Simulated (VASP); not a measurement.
Write the native input for VASP 6.6.1 that does the following.

- Task: relaxation of shape and atoms at fixed volume
- Functional: PBE
- Potentials or basis: VASP PAW PBE potentials, release 64 (Er_3, Sc_sv, Sb), 4f in core
- Cutoff: 500 eV
- k mesh: 12 × 12 × 4
- Occupations: gaussian, width 0.1 eV
- Spin: no spin polarisation
- Dipole correction: no
- Further INCAR settings: ALGO = Normal; EDIFF = 1e-07; IBRION = 2; EDIFFG = -0.01; NSW = 50; ISIF = 4

The structure of ErSc2Sb3 lies in POSCAR:

```
ErSc2Sb3
1.0
    4.1829367882      0.0000000000      0.0000000000
   -2.0914683941      3.6225295210      0.0000000000
    0.0000000000      0.0000000000     10.2296546215
Er Sc Sb
1 2 3
Direct
    0.0000000000      0.0000000000      0.0000000000
    0.3333333333      0.6666666667      0.6620034667
    0.6666666667      0.3333333333      0.3379965333
    0.3333333333      0.6666666667      0.1773561633
    0.6666666667      0.3333333333      0.8226438367
    0.0000000000      0.0000000000      0.5000000000
```

The input as run:

INCAR

```
SYSTEM = ErSc2Sb3
ALGO = Normal ; EDIFF = 1E-7
EDIFFG = -0.01 ; ENCUT = 500
GGA = PE ; GGA_COMPAT = .FALSE.
IBRION = 2 ; ISIF = 4
ISMEAR = 0 ; LASPH = .TRUE.
LCHARG = .FALSE. ; LMAXMIX = 6
LREAL = .FALSE. ; LWAVE = .FALSE.
NELM = 200 ; NELMIN = 4
NSW = 50 ; PREC = Accurate
SIGMA = 0.1
```

KPOINTS

```
k-points
0
G
  12 12 4
  0 0 0
```

Potentials or basis: VASP PAW PBE potentials, release 64 (Er_3, Sc_sv, Sb), 4f in core.

Command:

```bash
$ cat potpaw_PBE.64/Er_3/POTCAR potpaw_PBE.64/Sc_sv/POTCAR potpaw_PBE.64/Sb/POTCAR > POTCAR
$ mpirun -np 1 vasp_std > vasp.out
```

It gave:

* Energy gained by relaxing: 0.0 meV/atom
* Ionic steps: 4
* Pressure after relaxing: 2.3 GPa
* Largest force after relaxing: 0.010 eV/Å
* Band gap on the k mesh: zero (bands 23 and 24 overlap by 1.41 eV)

Caveat: spin-orbit coupling is left out, which moves the levels of the heavy elements; the 4f electrons are frozen in the core, so they carry no moment and show no levels.

Run time: 14 min on 1 thread of Intel(R) Xeon(R) Platinum 8375C CPU @ 2.90GHz (Ice Lake), on a shared host, peak memory 0.48 GiB.
